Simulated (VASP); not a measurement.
Input of a VASP 6.6.1 run:

The input INCAR:

```
PREC = Accurate
ENCUT = 520
EDIFF = 1E-6
ISMEAR = 0
SIGMA = 0.1
LREAL = False
LASPH = True
NELM = 80
ALGO = Normal
ISIF = 2
LWAVE = False
LCHARG = False
LDIPOL = True
IDIPOL = 3
DIPOL = 0.5 0.5 0.500
GGA = PE
NBANDS = 25
```

File KPOINTS:

```
regular mesh
0
Gamma
  12 12 1
```

Contents of POSCAR:

```
Ti
1.0
    2.9076478655      0.0000000000      0.0000000000
    0.0000000000      2.9076478655      0.0000000000
    0.0000000000      0.0000000000     19.1120350459
Ti
3
Direct
    0.5000000000      0.5000000000      0.3924228886
    0.0000000000      0.0000000000      0.5000000000
    0.5000000000      0.5000000000      0.6075771114
```

Potentials or basis: VASP PAW PBE potentials, release 64 (Ti_sv).

Run with:

```console
$ cat potpaw_PBE.64/Ti_sv/POTCAR > POTCAR
$ mpirun -np 1 vasp_std > vasp.out
```

**Question.** Predict the band gap on the k mesh.

**Answer.** Zero (bands 18 and 19 overlap by 0.37 eV).

**Question.** Predict the largest force.

**Answer.** 0.628 eV/Å.

Forces on the atoms (eV/Å):
```
Ti   0.000  0.000  0.628
Ti   0.000  0.000  0.000
Ti   0.000  0.000 -0.628
```

Caveat: the cell differs from its parent crystal (atoms taken out).
